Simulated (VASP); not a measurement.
Runs of VASP 6.6.1 on Sb. The structure is that of space group P6_3/mmc (No. 194), or close to it. The cells are those of the table. 

| cell | gap on the mesh (eV) | pressure (GPa) |
| --- | --- | --- |
| a = 3.170, b = 3.170, c = 6.019 Å, angles 90.0, 90.0, 120.0°, 2 atoms | none | 1.9 |
| a = 3.557, b = 3.557, c = 4.783 Å, angles 90.0, 90.0, 120.0°, 2 atoms | none | 1.1 |
| a = 3.464, b = 3.464, c = 5.042 Å, angles 90.0, 90.0, 120.0°, 2 atoms | none | (b) |
| a = 3.315, b = 3.315, c = 5.506 Å, angles 90.0, 90.0, 120.0°, 2 atoms | none | -0.1 |
| a = 3.087, b = 3.087, c = 6.349 Å, angles 90.0, 90.0, 120.0°, 2 atoms | none | 4.1 |
| a = 3.415, b = 3.415, c = 5.187 Å, angles 90.0, 90.0, 120.0°, 2 atoms | none | -0.1 |
| a = 3.264, b = 3.264, c = 5.680 Å, angles 90.0, 90.0, 120.0°, 2 atoms | none | (a) |
| a = 3.629, b = 3.629, c = 4.593 Å, angles 90.0, 90.0, 120.0°, 2 atoms | none | 2.0 |

Alike in all rows: task single point; level PBEsol; potentials or basis VASP PAW PBE potentials, release 64 (Sb); no spin polarisation; k mesh 18 × 18 × 10; cutoff (eV) 520; smearing gaussian 0.15 eV.

**Question.** Fill in the values left out.

**Answer.** (a) 0.3; (b) 0.1.

Caveats: the PAW data sets were made with another functional, which shifts forces and pressure a little; spin-orbit coupling is left out, which moves the levels of the heavy elements.

A k mesh can miss the band edges, and the runs leave out spin-orbit coupling on Sb.

A gap of «none» marks levels without a gap at the run's occupations.
